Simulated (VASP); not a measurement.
# TiTe2 (P-3m1) in VASP: notebook

TiTe2 is run at these levels: PBEsol; tasks: single point.

Program: VASP 6.6.1. These are calculated values, not measurements. Logs are shortened: lines on timing, memory, paths and dates and some standing lists are left out, and cuts for length are marked.

### Step 1. The cell of the first run

The structure is trigonal, space group P-3m1 (No. 164). The conventional cell has a = 2.668 Å, b = 2.668 Å, c = 5.208 Å, α = 90.00°, β = 90.00°, γ = 120.00°. Ti (site symmetry -3m) has 6 Te at 2.23 Å and 6 Ti at 2.67 Å within 2.9 Å. Te (site symmetry 3m) has 3 Ti at 2.23 Å and 9 Te at 2.51 to 2.67 Å within 2.9 Å.

### Step 2. Single point, PBEsol (10.70 Å³/atom)

File INCAR:

```
SYSTEM = TiTe2
PREC = Accurate
ENCUT = 520
EDIFF = 1E-7
ISMEAR = -1
SIGMA = 0.05
LREAL = .False.
LASPH = .True.
NELM = 80
ALGO = Normal
ISIF = 2
LWAVE = .False.
LCHARG = .True.
GGA = PS
LELF = .True.
LVHAR = .True.
NBANDS = 19
```

File KPOINTS:

```
regular mesh
0
Gamma
  11 11 6
  0 0 0
```

File POSCAR:

```
TiTe2
1.0
    2.6681640959      0.0000000000      0.0000000000
   -1.3340820479      2.3106978885      0.0000000000
    0.0000000000      0.0000000000      5.2084511636
Ti Te
1 2
Direct
    0.0000000000      0.0000000000      0.0000000000
    0.6666666667      0.3333333333      0.3096916707
    0.3333333333      0.6666666667      0.6903083293
```

Potentials or basis: VASP PAW PBE potentials, release 64 (Ti_sv, Te).

On the command line:

```sh
> cat potpaw_PBE.64/Ti_sv/POTCAR potpaw_PBE.64/Te/POTCAR > POTCAR
> mpirun -np 1 vasp_std > vasp.out
```

OUTCAR:

```text
SYSTEM = TiTe2
   PREC = Accurate
   ENCUT = 520
   EDIFF = 1E-7
   ISMEAR = -1
   LREAL = .False.
   LASPH = .True.
   NELM = 80
   ISIF = 2
   GGA = PS

 ion  position               nearest neighbor table
   1  0.000  0.000  0.000-   2 2.23   3 2.23   3 2.23   2 2.23   2 2.23   3 2.23
   2  0.667  0.333  0.310-   1 2.23   1 2.23   1 2.23   3 2.51   3 2.51   3 2.51   3 3.57   3 3.57
                             3 3.57   3 3.66   3 3.66   3 3.66
   3  0.333  0.667  0.690-   1 2.23   1 2.23   1 2.23   2 2.51   2 2.51   2 2.51   2 3.57   2 3.57
                             2 3.57   2 3.66   2 3.66   2 3.66

  LATTYP: Found a hexagonal cell.
 ALAT       =     2.6681640959
 C/A-ratio  =     1.9520730271

  Lattice vectors:

 A1 = (   2.6681640959,   0.0000000000,   0.0000000000)
 A2 = (  -1.3340820479,   2.3106978885,   0.0000000000)
 A3 = (   0.0000000000,   0.0000000000,   5.2084511636)

Analysis of symmetry for initial positions (statically):
=====================================================================
 Subroutine PRICEL returns:
 Original cell was already a primitive cell.

 Routine SETGRP: Setting up the symmetry group for a
 hexagonal supercell.

 Subroutine GETGRP returns: Found 12 space group operations
 (whereof 12 operations were pure point group operations)
 out of a pool of 24 trial point group operations.

The static configuration has the point symmetry D_3d.

Analysis of symmetry for dynamics (positions and initial velocities):
=====================================================================
 Subroutine PRICEL returns:
 Original cell was already a primitive cell.

 Routine SETGRP: Setting up the symmetry group for a
 hexagonal supercell.

 Subroutine GETGRP returns: Found 12 space group operations
 (whereof 12 operations were pure point group operations)
 out of a pool of 24 trial point group operations.

The dynamic configuration has the point symmetry D_3d.

 Subroutine INISYM returns: Found 12 space group operations
 (whereof 12 operations are pure point group operations),
 and found     1 'primitive' translations

----------------------------------------------------------------------------------------

                                     Primitive cell

  volume of cell :      32.1118

  direct lattice vectors                    reciprocal lattice vectors
     2.668164096  0.000000000  0.000000000     0.374789542  0.216384843  0.000000000
    -1.334082048  2.310697889  0.000000000     0.000000000  0.432769686  0.000000000
     0.000000000  0.000000000  5.208451164     0.000000000  0.000000000  0.191995656

  length of vectors
     2.668164096  2.668164096  5.208451164     0.432769686  0.432769686  0.191995656

  position of ions in fractional coordinates (direct lattice)
     0.000000000  0.000000000  0.000000000
     0.666666667  0.333333333  0.309691671
     0.333333333  0.666666667  0.690308329

  ion indices of the primitive-cell ions
   primitive index   ion index
                 1           1
                 2           2
                 3           3

----------------------------------------------------------------------------------------

 KPOINTS: regular mesh

Automatic generation of k-mesh.
 Grid dimensions read from file:
 generate k-points for:   11   11    6

 Generating k-lattice:

  Cartesian coordinates                     Fractional coordinates (reciprocal lattice)
     0.034071777  0.019671349  0.000000000     0.090909091  0.000000000  0.000000000
     0.000000000  0.039342699  0.000000000     0.000000000  0.090909091  0.000000000
     0.000000000  0.000000000  0.031999276     0.000000000  0.000000000  0.166666667

  Length of vectors
     0.039342699  0.039342699  0.031999276

  Shift w.r.t. Gamma in fractional coordinates (k-lattice)
     0.000000000  0.000000000  0.000000000

 Subroutine IBZKPT returns following result:
 ===========================================

 Found     84 irreducible k-points:

 Following reciprocal coordinates:
            Coordinates               Weight
  0.000000  0.000000  0.000000      1.000000
  0.090909 -0.000000  0.000000      6.000000
  0.181818  0.000000  0.000000      6.000000
  0.272727 -0.000000  0.000000      6.000000
  0.363636  0.000000  0.000000      6.000000
  0.454545  0.000000  0.000000      6.000000
[... 16 lines left out ...]
  0.000000  0.272727  0.166667      6.000000
  0.363636  0.000000  0.166667      6.000000
 [... further k-points ...]
   k-points           NKPTS =     84   k-points in BZ     NKDIM =     84   number of bands    NBANDS=     19
   number of dos      NEDOS =    301   number of ions     NIONS =      3
   total plane-waves  NPLWV =  16000
   dimension x,y,z NGX =    20 NGY =   20 NGZ =   40
   dimension x,y,z NGXF=    40 NGYF=   40 NGZF=   80
   ions per type =               1   2
   NGX,Y,Z   is equivalent  to a cutoff of  12.46, 12.46, 12.77 a.u.
   NGXF,Y,Z  is equivalent  to a cutoff of  24.92, 24.92, 25.53 a.u.
 SYSTEM =  TiTe2
   PREC   = accura    normal or accurate (medium, high low for compatibility)
   ISTART =      0    job   : 0-new  1-cont  2-samecut
   ICHARG =      2    charge: 1-file 2-atom 10-const
   ISPIN  =      1    spin polarized calculation?
   LNONCOLLINEAR =      F non collinear calculations
   LSORBIT =      F    spin-orbit coupling
   LASPH  =      T    aspherical Exc in radial PAW
   ENCUT  =  520.0 eV  38.22 Ry    6.18 a.u.   4.96  4.96  9.68*2*pi/ulx,y,z
   NELM   =     80;   NELMIN=  2; NELMDL= -5     # of ELM steps
   EDIFF  = 0.1E-06   stopping-criterion for ELM
   LREAL  =      F    real-space projection
   EDIFFG = 0.1E-05   stopping-criterion for IOM
   NSW    =      0    number of steps for IOM
   IBRION =     -1    ionic relax: 0-MD 1-quasi-New 2-CG
   NFREE  =      0    steps in history (QN), initial steepest desc. (CG)
   ISIF   =      2    stress and relaxation
   ISYM   =      2    0-nonsym 1-usesym 2-fastsym
   POTIM  = 0.5000    time-step for ionic-motion
   TEBEG  =    0.0;   TEEND  =   0.0 temperature during run
   PSTRESS=    0.0 pullay stress
   NELECT =      24.0000    total number of electrons
   NUPDOWN=      -1.0000    fix difference up-down
   EMIN   =  10.00;   EMAX   =-10.00  energy-range for DOS
   EFERMI =   0.00;   METHOD = LEGACY
   ISMEAR =    -1;   SIGMA  =   0.05  broadening in eV -4-tet -1-fermi 0-gaus
   EFERMI_NEDOS =   21; number of points for ismear=-14 and -15
   IALGO  =     38    algorithm
   IMIX   =      4    mixing-type and parameters
     AMIX     =   0.40;   BMIX     =  1.00
     AMIX_MAG =   1.60;   BMIX_MAG =  1.00
  volume/ion in A,a.u.               =      10.70        72.23
  Fermi-wavevector in a.u.,A,eV,Ry     =   1.485675  2.807519 30.031190  2.207230
  Thomas-Fermi vector in A             =   2.599057
   LORBIT       =      0    0 simple, 1 ext, 2 COOP (PROOUT), +10 PAW based schemes
   GGA     = PS    functional components
   LHFCALC =     F    Hartree Fock is set to
   AEXX    =    0.0000 exact exchange contribution
   IVDW    =     0    specifies the selected vdW correction
   LEPSILON=     F    determine dielectric tensor
   LRPA    =     F    only Hartree local field effects (RPA)
 non-spin polarized calculation
  energy-cutoff  :      520.00
  volume of cell :       32.11
 maximum number of plane-waves:       884
   NGX =  9   NGY =  9   NGZ = 19

 number of electron      24.0000000 magnetization

 Free energy of the ion-electron system (eV)
  ---------------------------------------------------
  ext. energy  EPLUGINS =         0.00000000
  ---------------------------------------------------
  free energy    TOTEN  =         2.02388674 eV

  energy without entropy =        2.03856715  energy(sigma->0) =        2.03122694

 E-fermi :  23.8136     XC(G=0): -14.6942

 val. band max:       23.8110326220   @ k =   0.0000   0.0909   0.3333
 cond. band min:      23.8165127815   @ k =   0.0909  -0.0000   0.3333
 fundamental gap:      0.0054801595
 Fermi energy:        23.8136287363

 k-point     1 :       0.0000    0.0000    0.0000
  band No.  band energies     occupation
      1     -31.9578      2.00000
      2      -9.6398      2.00000
      3      -7.7575      2.00000
      4      -7.7575      2.00000
      5       0.4181      2.00000
      6       7.9158      2.00000
[... 11 lines left out ...]
     18      30.9446      0.00000
     19      31.0568      0.00000

 k-point     2 :       0.0909   -0.0000    0.0000
  band No.  band energies     occupation
      1     -31.9328      2.00000
      2      -9.5896      2.00000
      3      -7.9048      2.00000
      4      -7.7851      2.00000
      5       0.6912      2.00000
      6       8.0500      2.00000
[... 11 lines left out ...]
     18      32.3353      0.00000
     19      32.3795      0.00000

 k-point     3 :       0.1818    0.0000    0.0000
  band No.  band energies     occupation
      1     -31.8651      2.00000
      2      -9.4539      2.00000
      3      -8.2833      2.00000
      4      -7.8583      2.00000
      5       1.5000      2.00000
      6       8.4641      2.00000
[... 11 lines left out ...]
     18      32.6844      0.00000
     19      32.9127      0.00000

 k-point     4 :       0.2727   -0.0000    0.0000
  band No.  band energies     occupation
      1     -31.7751      2.00000
      2      -9.2744      2.00000
      3      -8.7477      2.00000
      4      -7.9530      2.00000
      5       2.8258      2.00000
      6       9.1813      2.00000
[... 407 lines left out ...]
     18      31.6432      0.00000
     19      32.5079      0.00000

 k-point    23 :       0.0000    0.2727    0.1667
  band No.  band energies     occupation
      1     -31.7750      2.00000
      2      -9.2815      2.00000
      3      -8.7459      2.00000
      4      -7.9533      2.00000
      5       2.9306      2.00000
      6       8.7906      2.00000
[... 11 lines left out ...]
     18      31.7001      0.00000
     19      31.9126      0.00000

 k-point    24 :       0.3636    0.0000    0.1667
  band No.  band energies     occupation
      1     -31.6911      2.00000
      2      -9.1836      2.00000
      3      -9.0783      2.00000
      4      -8.0377      2.00000
      5       4.7199      2.00000
      6      10.2373      2.00000
[... 11 lines left out ...]
     18      31.1024      0.00000
     19      32.2254      0.00000

 [... further k-points ...]

------------------------ aborting loop because EDIFF is reached ----------------------------------------

  FORCE on cell =-STRESS in cart. coord.  units (eV):
  Direction    XX          YY          ZZ          XY          YZ          ZX
  --------------------------------------------------------------------------------------
  -------------------------------------------------------------------------------------
  Total       64.4920158     64.4920158     64.2550661      0.0000000      0.0000000      0.0000000
  in kB     3217.7495219   3217.7495218   3205.9272067      0.0000001      0.0000000      0.0000000
  external PRESSURE =    3213.8087501 kB  Pullay stress =       0.0000000 kB

 VOLUME and BASIS-vectors are now :
 -----------------------------------------------------------------------------
  energy-cutoff  :      520.00
  volume of cell :       32.11
      direct lattice vectors                 reciprocal lattice vectors
     2.668164096  0.000000000  0.000000000     0.374789542  0.216384843  0.000000000
    -1.334082048  2.310697889  0.000000000     0.000000000  0.432769686  0.000000000
     0.000000000  0.000000000  5.208451164     0.000000000  0.000000000  0.191995656

 POSITION                                       TOTAL-FORCE (eV/Angst)
 -----------------------------------------------------------------------------------
      0.00000      0.00000      0.00000        -0.000000      0.000000      0.000000
      1.33408      0.77023      1.61301         0.000000      0.000000     -0.546779
     -0.00000      1.54047      3.59544         0.000000     -0.000000      0.546779
 -----------------------------------------------------------------------------------
    total drift:                               -0.000000      0.000000      0.000000

  FREE ENERGIE OF THE ION-ELECTRON SYSTEM (eV)
  ---------------------------------------------------
  free  energy   TOTEN  =         2.0238867382 eV

  energy  without entropy=        2.0385671469  energy(sigma->0) =        2.03122694
```

It took 27 s on 1 thread of AMD EPYC 9R45 (Zen 5), shared host; peak memory 0.15 GiB.

Results:

| Property | Result |
| --- | --- |
| Free energy | 2.0239 eV |
| Pressure | 321.4 GPa |
| Largest force | 0.547 eV/Å |
| Band gap on the k mesh | zero (bands 12 and 13 overlap by 2.40 eV) |

Forces on the atoms (eV/Å):
```
Ti   0.000  0.000  0.000
Te   0.000  0.000 -0.547
Te   0.000  0.000  0.547
```

Caveat: the cell stands under pressure; the PAW data sets were made with another functional, which shifts forces and pressure a little; spin-orbit coupling is left out, which moves the levels of the heavy elements.

### Step 3. Single point, PBEsol (10.70 Å³/atom)

File INCAR:

```
  PREC = Accurate
  ENCUT = 520
  EDIFF = 1E-6
  ISMEAR = -1
  SIGMA = 0.05
  LREAL = F
  LASPH = T
  NELM = 100
  ALGO = Normal
  ISIF = 2
  LWAVE = F
  LCHARG = T
  GGA = PS
  LELF = T
  LVHAR = T
  NBANDS = 19
```

File KPOINTS:

```
regular mesh
0
Gamma
  11 11 6
```

POSCAR is that of step 2.

Potentials or basis: VASP PAW PBE potentials, release 64 (Ti_sv, Te).

On the command line:

```sh
> cat potpaw_PBE.64/Ti_sv/POTCAR potpaw_PBE.64/Te/POTCAR > POTCAR
> mpirun -np 1 vasp_std > vasp.out
```

Wall time 26 s (1 thread of AMD EPYC 9R45 (Zen 5), shared host); peak memory 0.15 GiB.

The run converged. Its results:

```yaml
Free_energy: 2.0239 eV
Pressure: 321.4 GPa
Largest_force: 0.547 eV/Å
Band_gap_on_the_k_mesh: zero (bands 12 and 13 overlap by 2.40 eV)
```

Forces in eV/Å, atoms in the order of the input:
```
Ti   0.000  0.000  0.000
Te   0.000  0.000 -0.547
Te   0.000  0.000  0.547
```

Stress tensor (GPa, compression positive):
```
321.78   0.00   0.00
  0.00 321.78   0.00
  0.00   0.00 320.60
```

Levels at points of the mesh, in eV from the Fermi level:
```
           k point  band 10  band 11  band 12  band 13  band 14  band 15
(0.00, 0.00, 0.00)    -1.37     0.85     0.85     2.45     6.20     6.20
(0.00, 0.00, 0.50)    -1.09     0.87     0.87     1.86     4.28     4.28
```

Caveat: the cell stands under pressure; the PAW data sets were made with another functional, which shifts forces and pressure a little; spin-orbit coupling is left out, which moves the levels of the heavy elements.

### Step 4. Single point, PBEsol (17.39 Å³/atom)

This run uses another cell than the first one, of 17.39 Å³/atom.

File INCAR:

```
  PREC = Accurate
  ENCUT = 520
  EDIFF = 1E-6
  ISMEAR = -1
  SIGMA = 0.05
  LREAL = False
  LASPH = True
  NELM = 80
  ALGO = Normal
  ISIF = 2
  LWAVE = False
  LCHARG = False
  GGA = PS
  NBANDS = 19
```

KPOINTS is that of step 3.

File POSCAR:

```
TiTe2
1.0
    3.2320630385      0.0000000000      0.0000000000
   -1.6160315192      2.7990486980      0.0000000000
    0.0000000000      0.0000000000      5.7680283715
Ti Te
1 2
Direct
    0.0000000000      0.0000000000      0.0000000000
    0.6666666667      0.3333333333      0.2998439128
    0.3333333333      0.6666666667      0.7001560872
```

On the command line:

```sh
> cat potpaw_PBE.64/Ti_sv/POTCAR potpaw_PBE.64/Te/POTCAR > POTCAR
> mpirun -np 1 vasp_std > vasp.out
```

It took 32 s on 1 thread of AMD EPYC 9R45 (Zen 5), shared host; peak memory 0.2 GiB.

The run converged. Its results:

```
Free energy            : -15.3171 eV
Pressure               : 44.2 GPa
Largest force          : 0.015 eV/Å
Band gap on the k mesh : zero (bands 12 and 13 overlap by 1.25 eV)
```

Forces in eV/Å, atoms in the order of the input:
```
Ti   0.000  0.000  0.000
Te   0.000  0.000 -0.015
Te   0.000  0.000  0.015
```

Levels at points of the mesh, in eV from the Fermi level:
```
           k point  band 8  band 9  band 10  band 11  band 12  band 13  band 14  band 15  band 16  band 17
(0.00, 0.00, 0.00)   -1.49   -1.49    -0.75     0.66     0.66     1.92     2.84     2.84     3.65     3.65
(0.00, 0.00, 0.50)   -3.95   -1.24    -1.24     0.62     0.62     1.47     1.47     1.96     5.30     5.30
```

Caveat: the cell stands under pressure; the PAW data sets were made with another functional, which shifts forces and pressure a little; spin-orbit coupling is left out, which moves the levels of the heavy elements.

[end of part 1 of 2]
